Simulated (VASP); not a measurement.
**ZnIn3: single point with LDA**

ZnIn3:

```
Zn In
1.0
     5.02018    0.00000    0.00000
     2.51009    4.34760    0.00000
     2.51009    1.44920    4.09896
Zn In
1 3
Direct
  0.00000 0.00000 0.00000
  0.25000 0.25000 0.25000
  0.75000 0.75000 0.75000
  0.50000 0.50000 0.50000
```

```yaml
Program: VASP 6.6.1
Task: single point
Functional: LDA
Potentials_or_basis: VASP PAW LDA potentials, release 64 (Zn, In_d)
Cutoff: 520 eV
k_mesh: 10 × 10 × 10
Occupations: fermi-dirac, width 0.05 eV
Spin: no spin polarisation
```

The pressure is 0.1 GPa and the band gap on the k mesh is zero (an odd number of electrons rules out a gap without spin polarisation).

Levels at points of the mesh, in eV from the Fermi level:
| k point | band 22 | band 23 | band 24 | band 25 | band 26 | band 27 | band 28 | band 29 | band 30 | band 31 |
| --- | --- | --- | --- | --- | --- | --- | --- | --- | --- | --- |
| (0.00, 0.00, 0.00) | -1.71 | -1.18 | 0.38 | 0.38 | 0.38 | 0.62 | 0.62 | 0.62 | 1.93 | 1.93 |
| (0.50, 0.00, 0.00) | -6.81 | -1.92 | -1.27 | -0.71 | -0.71 | -0.20 | -0.20 | 4.38 | 4.70 | 5.95 |
| (0.50, 0.50, 0.00) | -6.38 | -3.56 | -3.24 | -3.24 | -2.95 | 5.47 | 5.47 | 5.74 | 5.74 | 6.07 |

Wall time 3.6 min on 1 thread of Intel Xeon 8259CL, with other jobs on the host, peak memory 0.27 GiB.

Caveat: spin-orbit coupling is left out, which moves the levels of the heavy elements.
